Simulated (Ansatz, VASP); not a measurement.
## Cu: VASP beside Ansatz

```
CELL_PARAMETERS angstrom
2.56651 0.00000 0.00000
-1.28326 2.22267 0.00000
0.00000 0.00000 26.47770
ATOMIC_POSITIONS crystal
Cu 0.16667 0.33333 0.30284
Cu 0.50000 0.00000 0.38132
Cu 0.83333 0.66667 0.46032
Cu 0.16667 0.33333 0.53968
Cu 0.50000 0.00000 0.61868
Cu 0.83333 0.66667 0.69716
```

Alike in both runs: task single point; functional PBE; k mesh 15 × 15 × 1; occupations fermi-dirac, width 0.1 eV; no spin polarisation.

|  | VASP | Ansatz |
| --- | --- | --- |
| version | VASP 6.6.1 | Ansatz 0.2.0 |
| potentials or method | VASP PAW PBE potentials, release 64 (Cu) | PAW with Ansatz's default frozen-core files, scalar-relativistic |
| plane-wave cutoff (eV) | 520 | 420 |
| valence electrons in the cell | 66 | 114 |

Ansatz gave:

| Item | Value |
| --- | --- |
| rms of the force components (eV/Å) | 0.000 |

Problem. Which values does VASP return?

Solution. rms of the force components (eV/Å): 0.007.

Atom by atom the forces differ by 0.006 eV/Å (rms over components). With one functional, cell and mesh, what is left measures potentials, basis and numerics. VASP's potentials hold 66 valence electrons a cell and Ansatz's 114, so a difference there can come from the potentials and not from the codes.
